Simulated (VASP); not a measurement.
# Pt (I4/mmm) in VASP: a series of runs

Runs on Pt. Level: PBE. Tasks: single point.

Everything below comes from runs of VASP 6.6.1. Logs are shortened: lines on timing, memory, paths and dates and some standing lists are left out, and cuts for length are marked.

## 1. The cell of the first run

It takes space group I4/mmm (No. 139, tetragonal). Conventional cell: a = 2.907 Å, b = 2.907 Å, c = 3.720 Å, α = 90.00°, β = 90.00°, γ = 90.00°. Within 3.8 Å of Pt (site symmetry 4/mmm) lie 14 Pt at 2.77 to 3.72 Å.

## 2. Single point, PBE (strain +0.050 along x and y, -0.050 along z)

INCAR

```
SYSTEM = Pt
  ALGO = Normal
  EDIFF = 1E-7
  ENCUT = 520
  GGA = PE
  ISIF = 2
  ISMEAR = 0
  LASPH = .True.
  LCHARG = .False.
  LREAL = .False.
  LWAVE = .False.
  NBANDS = 11
  NELM = 60
  PREC = Accurate
  SIGMA = 0.15
```

KPOINTS

```
k-points
0
Gamma
  20 20 20
  0 0 0
```

POSCAR

```
Pt
1.0
    0.0000000000      2.0557950000      1.8600050000
    2.0557950000      0.0000000000      1.8600050000
    2.0557950000      2.0557950000      0.0000000000
Pt
1
Direct
    0.0000000000      0.0000000000      0.0000000000
```

Potentials or basis: VASP PAW PBE potentials, release 64 (Pt).

On the command line:

```console
$ cat potpaw_PBE.64/Pt/POTCAR > POTCAR
$ mpirun -np 1 vasp_std > vasp.out
```

OUTCAR:

```text
SYSTEM = Pt
   EDIFF = 1E-7
   ENCUT = 520
   GGA = PE
   ISIF = 2
   ISMEAR = 0
   LASPH = .True.
   LREAL = .False.
   NELM = 60
   PREC = Accurate

 ion  position               nearest neighbor table
   1  0.000  0.000  0.000-

  LATTYP: Found a body centered tetragonal cell.
 ALAT       =     2.9073331705
 C/A-ratio  =     1.2795265564

  Lattice vectors:

 A1 = (   0.0000000000,  -2.0557950000,  -1.8600050000)
 A2 = (   0.0000000000,   2.0557950000,  -1.8600050000)
 A3 = (   2.0557950000,   0.0000000000,   1.8600050000)

Analysis of symmetry for initial positions (statically):
=====================================================================
 Subroutine PRICEL returns:
 Original cell was already a primitive cell.

 Routine SETGRP: Setting up the symmetry group for a
 body centered tetragonal supercell.

 Subroutine GETGRP returns: Found 16 space group operations
 (whereof 16 operations were pure point group operations)
 out of a pool of 16 trial point group operations.

The static configuration has the point symmetry D_4h.

Analysis of symmetry for dynamics (positions and initial velocities):
=====================================================================
 Subroutine PRICEL returns:
 Original cell was already a primitive cell.

 Routine SETGRP: Setting up the symmetry group for a
 body centered tetragonal supercell.

 Subroutine GETGRP returns: Found 16 space group operations
 (whereof 16 operations were pure point group operations)
 out of a pool of 16 trial point group operations.

The dynamic configuration has the point symmetry D_4h.

 Subroutine INISYM returns: Found 16 space group operations
 (whereof 16 operations are pure point group operations),
 and found     1 'primitive' translations

----------------------------------------------------------------------------------------

                                     Primitive cell

  volume of cell :      15.7219

  direct lattice vectors                    reciprocal lattice vectors
     0.000000000  2.055795000  1.860005000    -0.243214912  0.243214912  0.268816482
     2.055795000  0.000000000  1.860005000     0.243214912 -0.243214912  0.268816482
     2.055795000  2.055795000  0.000000000     0.243214912  0.243214912 -0.268816482

  length of vectors
     2.772347684  2.772347684  2.907333170     0.436542424  0.436542424  0.436542424

  position of ions in fractional coordinates (direct lattice)
     0.000000000  0.000000000  0.000000000

  ion indices of the primitive-cell ions
[... 75 lines left out ...]
   LREAL  =      F    real-space projection
   EDIFFG = 0.1E-05   stopping-criterion for IOM
   NSW    =      0    number of steps for IOM
   IBRION =     -1    ionic relax: 0-MD 1-quasi-New 2-CG
   NFREE  =      0    steps in history (QN), initial steepest desc. (CG)
   ISIF   =      2    stress and relaxation
   ISYM   =      2    0-nonsym 1-usesym 2-fastsym
   POTIM  = 0.5000    time-step for ionic-motion
   TEBEG  =    0.0;   TEEND  =   0.0 temperature during run
   PSTRESS=    0.0 pullay stress
   NELECT =      10.0000    total number of electrons
   NUPDOWN=      -1.0000    fix difference up-down
   EMIN   =  10.00;   EMAX   =-10.00  energy-range for DOS
   EFERMI =   0.00;   METHOD = LEGACY
   ISMEAR =     0;   SIGMA  =   0.15  broadening in eV -4-tet -1-fermi 0-gaus
   EFERMI_NEDOS =   21; number of points for ismear=-14 and -15
   IALGO  =     38    algorithm
   IMIX   =      4    mixing-type and parameters
     AMIX     =   0.40;   BMIX     =  1.00
     AMIX_MAG =   1.60;   BMIX_MAG =  1.00
  volume/ion in A,a.u.               =      15.72       106.10
  Fermi-wavevector in a.u.,A,eV,Ry     =   1.407906  2.660556 26.969450  1.982199
  Thomas-Fermi vector in A             =   2.530118
   LORBIT       =      0    0 simple, 1 ext, 2 COOP (PROOUT), +10 PAW based schemes
   GGA     = PE    functional components
   LHFCALC =     F    Hartree Fock is set to
   AEXX    =    0.0000 exact exchange contribution
   IVDW    =     0    specifies the selected vdW correction
   LEPSILON=     F    determine dielectric tensor
   LRPA    =     F    only Hartree local field effects (RPA)
 non-spin polarized calculation
 Gauss-broadening in eV      SIGMA  =   0.15
  energy-cutoff  :      520.00
  volume of cell :       15.72
 maximum number of plane-waves:       439
 NGX is ok and might be reduce to    24
   NGX = 11   NGY = 11   NGZ = 11

 number of electron      10.0000001 magnetization

 Free energy of the ion-electron system (eV)
  ---------------------------------------------------
  ext. energy  EPLUGINS =         0.00000000
  ---------------------------------------------------
  free energy    TOTEN  =        -6.08979680 eV

  energy without entropy =       -6.07019396  energy(sigma->0) =       -6.07999538

 E-fermi :  10.4404     XC(G=0): -13.2391

 val. band max:       10.4400143169   @ k =  -0.4000   0.2000   0.1000
 cond. band min:      10.4414519215   @ k =  -0.4500   0.2500   0.1000
 fundamental gap:      0.0014376046
 Fermi energy:        10.4403788706

 k-point     1 :       0.0000    0.0000    0.0000
  band No.  band energies     occupation
      1       0.7294      2.00000
      2       6.6579      2.00000
      3       6.6579      2.00000
      4       7.6831      2.00000
      5       8.3112      2.00000
      6       9.4674      2.00000
      7      25.4003      0.00000
      8      29.1615      0.00000
      9      29.1615      0.00000
     10      31.7312      0.00000
     11      35.4052      0.00000
[... 309 lines left out ...]
 k-point    24 :      -0.3500    0.0500    0.0000
  band No.  band energies     occupation
      1       3.5924      2.00000
      2       6.5998      2.00000
      3       7.4721      2.00000
      4       7.8884      2.00000
      5       9.8482      2.00000
      6      10.1658      1.99037
      7      19.5355      0.00000
      8      25.5248      0.00000
      9      30.4224      0.00000
     10      30.6443      0.00000
     11      35.6533      0.00000

 [... further k-points ...]
[... 5 lines left out ...]
  --------------------------------------------------------------------------------------
  -------------------------------------------------------------------------------------
  Total       -0.2524502     -0.2524502      0.2323729      0.0000000     -0.0000000     -0.0000000
  in kB      -25.7266127    -25.7266127     23.6805831      0.0000000     -0.0000000     -0.0000000
  external PRESSURE =      -9.2575475 kB  Pullay stress =       0.0000000 kB

 VOLUME and BASIS-vectors are now :
 -----------------------------------------------------------------------------
  energy-cutoff  :      520.00
  volume of cell :       15.72
      direct lattice vectors                 reciprocal lattice vectors
     0.000000000  2.055795000  1.860005000    -0.243214912  0.243214912  0.268816482
     2.055795000  0.000000000  1.860005000     0.243214912 -0.243214912  0.268816482
     2.055795000  2.055795000  0.000000000     0.243214912  0.243214912 -0.268816482

 POSITION                                       TOTAL-FORCE (eV/Angst)
 -----------------------------------------------------------------------------------
      0.00000      0.00000      0.00000        -0.000000     -0.000000      0.000000
 -----------------------------------------------------------------------------------
    total drift:                               -0.000000      0.000000     -0.000000

  FREE ENERGIE OF THE ION-ELECTRON SYSTEM (eV)
  ---------------------------------------------------
  free  energy   TOTEN  =        -6.0897967951 eV

  energy  without entropy=       -6.0701939641  energy(sigma->0) =       -6.07999538
```

OSZICAR:

```text
N       E                     dE             d eps       ncg     rms          rms(c)
DAV:   1     0.396052951295E+02    0.39605E+02   -0.53573E+03 14422   0.842E+02
DAV:   2    -0.584037287456E+01   -0.45446E+02   -0.43376E+02 16034   0.175E+02
DAV:   3    -0.646262661576E+01   -0.62225E+00   -0.61770E+00 16455   0.195E+01
DAV:   4    -0.646514223165E+01   -0.25156E-02   -0.25154E-02 16214   0.146E+00
DAV:   5    -0.646516308204E+01   -0.20850E-04   -0.20851E-04 16628   0.123E-01    0.114E+01
DAV:   6    -0.612625652393E+01    0.33891E+00   -0.81968E-01 15008   0.710E+00    0.602E+00
DAV:   7    -0.609286719449E+01    0.33389E-01   -0.12589E-01 16214   0.271E+00    0.245E+00
DAV:   8    -0.608996165448E+01    0.29055E-02   -0.45601E-03 15355   0.575E-01    0.516E-01
DAV:   9    -0.608979489753E+01    0.16676E-03   -0.10420E-04 15932   0.899E-02    0.511E-02
DAV:  10    -0.608979694031E+01   -0.20428E-05   -0.38845E-06 17160   0.154E-02    0.561E-03
DAV:  11    -0.608979678638E+01    0.15394E-06   -0.41913E-08 13270   0.191E-03    0.881E-04
DAV:  12    -0.608979679510E+01   -0.87209E-08   -0.86290E-09  8353   0.755E-04
   1 F= -.60897968E+01 E0= -.60799954E+01  d E =-.196028E-01
```

stdout:

```text
POSCAR found type information on POSCAR Pt
 POSCAR found :  1 types and       1 ions
 scaLAPACK will be used
 LDA part: xc-table for (Slater+PW92), standard interpolation
 POSCAR, INCAR and KPOINTS ok, starting setup
 FFT: planning ... GRIDC
 FFT: planning ... GRID_SOFT
 FFT: planning ... GRID
 WAVECAR not read
 entering main loop
```

It took 62 s on 1 thread of Intel Xeon Platinum 8259CL at 2.50GHz (Skylake/Cascade Lake), shared host; peak memory 0.23 GiB.

What came out:

- Free energy: -6.0898 eV
- Pressure: -0.9 GPa
- Band gap on the k mesh: zero (bands 5 and 6 overlap by 2.45 eV)

Stress tensor (GPa, compression positive):
```
-2.57  0.00  0.00
 0.00 -2.57  0.00
 0.00  0.00  2.37
```

Levels at points of the mesh, in eV from the Fermi level:
| k point | band 2 | band 3 | band 4 | band 5 | band 6 | band 7 | band 8 | band 9 |
| --- | --- | --- | --- | --- | --- | --- | --- | --- |
| (0.00, 0.00, 0.00) | -3.78 | -3.78 | -2.76 | -2.13 | -0.97 | 14.96 | 18.72 | 18.72 |
| (0.50, 0.00, 0.00) | -4.08 | -2.97 | -0.23 | -0.23 | 0.36 | 5.64 | 14.13 | 17.80 |
| (0.50, 0.50, 0.00) | -6.16 | 0.04 | 0.52 | 0.52 | 3.25 | 10.14 | 10.14 | 10.16 |
| (0.50, 0.00, 0.50) | -6.07 | -0.07 | 0.05 | 0.83 | 1.32 | 7.72 | 11.68 | 12.31 |

Caveat: the cell differs from its parent crystal (strain +0.050 along x and y, -0.050 along z); spin-orbit coupling is left out, which moves the levels of the heavy elements.

## 3. Single point, PBE (strain +0.050 along x and y, -0.025 along z)

INCAR

```
PREC = Accurate
ENCUT = 520
EDIFF = 1E-7
ISMEAR = 0
SIGMA = 0.15
LREAL = False
LASPH = True
NELM = 100
ALGO = Fast
ISIF = 2
LWAVE = False
LCHARG = False
GGA = PE
NBANDS = 11
```

KPOINTS

```
Automatic mesh
0
Gamma
  20 20 20
```

POSCAR

```
Pt
1.0
    0.0000000000      2.0557950000      1.9089525000
    2.0557950000      0.0000000000      1.9089525000
    2.0557950000      2.0557950000      0.0000000000
Pt
1
Direct
    0.0000000000      0.0000000000      0.0000000000
```

Potentials or basis: VASP PAW PBE potentials, release 64 (Pt).

On the command line:

```console
$ cat potpaw_PBE.64/Pt/POTCAR > POTCAR
$ mpirun -np 1 vasp_std > vasp.out
```

It took 88 s on 1 thread of Intel Xeon Platinum 8259CL at 2.50GHz (Skylake/Cascade Lake), shared host; peak memory 0.23 GiB.

The run converged. Its results:

| Quantity | Value |
| --- | --- |
| Free energy | -6.0871 eV |
| Pressure | -7.0 GPa |
| Band gap on the k mesh | zero (bands 5 and 6 overlap by 2.25 eV) |

Stress tensor (GPa, compression positive):
```
-8.23  0.00  0.00
 0.00 -8.23  0.00
 0.00  0.00 -4.51
```

Levels at points of the mesh, in eV from the Fermi level:
```
           k point  band 2  band 3  band 4  band 5  band 6  band 7  band 8  band 9
(0.00, 0.00, 0.00)   -3.59   -3.59   -2.84   -1.90   -1.05   14.92   18.85   18.85
(0.50, 0.00, 0.00)   -3.80   -3.02   -0.16   -0.16    0.25    5.40   14.24   17.81
(0.50, 0.50, 0.00)   -5.92    0.01    0.47    0.47    2.89    9.41   10.34   10.34
(0.50, 0.00, 0.50)   -5.88   -0.04    0.13    0.70    1.50    7.63   11.49   11.89
```

Caveat: the cell differs from its parent crystal (strain +0.050 along x and y, -0.025 along z); the cell stands under tension; spin-orbit coupling is left out, which moves the levels of the heavy elements.

## 4. Single point, PBE (strain +0.050 along x and y, +0.000 along z)

INCAR

```
SYSTEM = Pt
ALGO = Normal
EDIFF = 1E-6
ENCUT = 520
GGA = PE
ISIF = 2
ISMEAR = 0
LASPH = .True.
LCHARG = .False.
LREAL = .False.
LWAVE = .False.
NBANDS = 11
NELM = 80
PREC = Accurate
SIGMA = 0.15
```

KPOINTS

```
k-points
0
Gamma
  20 20 20
  0 0 0
```

POSCAR

```
Pt
1.0
    0.0000000000      2.0557950000      1.9579000000
    2.0557950000      0.0000000000      1.9579000000
    2.0557950000      2.0557950000      0.0000000000
Pt
1
Direct
    0.0000000000      0.0000000000      0.0000000000
```

On the command line:

```console
$ cat potpaw_PBE.64/Pt/POTCAR > POTCAR
$ mpirun -np 1 vasp_std > vasp.out
```

It took 76 s on 1 thread of Intel Xeon Platinum 8259CL at 2.50GHz (Skylake/Cascade Lake), shared host; peak memory 0.25 GiB.

It converged, with:

- Free energy: -6.0679 eV
- Pressure: -12.1 GPa
- Band gap on the k mesh: zero (bands 5 and 6 overlap by 2.05 eV)

Stress tensor (GPa, compression positive):
```
-12.93   0.00   0.00
  0.00 -12.93   0.00
  0.00   0.00 -10.44
```

Levels at points of the mesh, in eV from the Fermi level:
```
           k point  band 3  band 4  band 5  band 6  band 7  band 8
(0.00, 0.00, 0.00)   -3.40   -2.91   -1.69   -1.14   14.90   18.95
(0.50, 0.00, 0.00)   -3.04   -0.10   -0.08    0.16    5.19   14.33
(0.50, 0.50, 0.00)   -0.01    0.43    0.43    2.58    8.71   10.54
(0.50, 0.00, 0.50)   -0.02    0.21    0.58    1.69    7.56   11.30
```

Caveat: the cell differs from its parent crystal (strain +0.050 along x and y, +0.000 along z); the cell stands under tension; spin-orbit coupling is left out, which moves the levels of the heavy elements.

## 5. Overview

| cell | gap on the mesh (eV) | pressure (GPa) |
| --- | --- | --- |
| a = 2.772, b = 2.772, c = 2.907 Å, angles 58.4, 58.4, 63.2°, 1 atom | none | -0.9 |
| a = 2.805, b = 2.805, c = 2.907 Å, angles 58.8, 58.8, 62.4°, 1 atom | none | -7.0 |
| a = 2.839, b = 2.839, c = 2.907 Å, angles 59.2, 59.2, 61.6°, 1 atom | none | -12.1 |

Alike in all rows: task single point; level PBE; potentials or basis VASP PAW PBE potentials, release 64 (Pt); no spin polarisation; k mesh 20 × 20 × 20; cutoff (eV) 520; smearing gaussian 0.15 eV.

Caveats: spin-orbit coupling is left out, which moves the levels of the heavy elements; the cell stands under tension (at least some runs).

Absolute energies hang on the potentials; compare differences alone.
